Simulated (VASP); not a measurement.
Ge5H2, 28 atoms in the cell. The cell holds a slab with vacuum, 28 atoms: a = 7.950 Å, b = 7.950 Å, c = 19.378 Å, α = 90.00°, β = 90.00°, γ = 90.00°. 

```yaml
Program: VASP 6.6.1
Task: single point
Functional: LDA
Potentials_or_basis: VASP PAW LDA potentials, release 64 (Ge_d, H)
Cutoff: 520 eV
k_mesh: 3 × 3 × 1
Occupations: gaussian, width 0.05 eV
Spin: no spin polarisation
Dipole_correction: yes
Further_INCAR_settings: LREAL = Auto; ALGO = Normal; EDIFF = 1e-06; NBANDS = 164
```

Potentials or basis: VASP PAW LDA potentials, release 64 (Ge_d, H).

Run with:

```sh
$ cat potpaw_LDA.64/Ge_d/POTCAR potpaw_LDA.64/H/POTCAR > POTCAR
$ mpirun -np 1 vasp_std > vasp.out
```

Hardware: 1 thread of Intel(R) Xeon(R) Platinum 8488C (Sapphire Rapids) (shared host).

**Question.** Estimate the wall time of this run.

**Answer.** Run time: 35 min on 1 thread of Intel(R) Xeon(R) Platinum 8488C (Sapphire Rapids), on a shared host, peak memory 1 GiB. Counts: scf iterations 27, k points 4.
